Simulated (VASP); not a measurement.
Input of a VASP 6.6.1 run:

The input POSCAR:

```
MgO
1.0
    0.0000000000      2.1021674163      2.1021674163
    2.1021674163      0.0000000000      2.1021674163
    2.1021674163      2.1021674163      0.0000000000
Mg O
1 1
Direct
    0.0000000000      0.0000000000      0.0000000000
    0.5000000000      0.5000000000      0.5000000000
```

The input INCAR.step1:

```
SYSTEM = MgO
PREC = Accurate
ENCUT = 520
ISMEAR = 0
SIGMA = 0.01
LREAL = .FALSE.
LASPH = .TRUE.
NELM = 60
NBANDS = 11
GGA = PE
ALGO = Normal
EDIFF = 1E-4
LWAVE = .TRUE.
LCHARG = .FALSE.
```

INCAR.step2

```
SYSTEM = MgO
PREC = Accurate
ENCUT = 520
EDIFF = 1E-6
ISMEAR = 0
SIGMA = 0.01
LREAL = .FALSE.
LASPH = .TRUE.
NELM = 60
ALGO = Normal
ISIF = 2
LWAVE = .FALSE.
LCHARG = .FALSE.
METAGGA = R2SCAN
LMIXTAU = .TRUE.
NBANDS = 11
ISTART = 1
```

File KPOINTS:

```
Automatic mesh
0
G
  10 10 10
  0 0 0
```

Potentials or basis: VASP PAW PBE potentials, release 64 (Mg, O).

The run is started by

```sh
$ cat potpaw_PBE.64/Mg/POTCAR potpaw_PBE.64/O/POTCAR > POTCAR
$ cp INCAR.step1 INCAR
$ mpirun -np 1 vasp_std > vasp.out
$ cp INCAR.step2 INCAR
$ mpirun -np 1 vasp_std > vasp.out
```

(1) Predict the pressure.

(2) What does it give for the band gap on the k mesh?

## Answers

(1) -1.1 GPa.

(2) 5.66 eV, direct.

Caveat: the PAW data sets were made with another functional, which shifts forces and pressure a little.
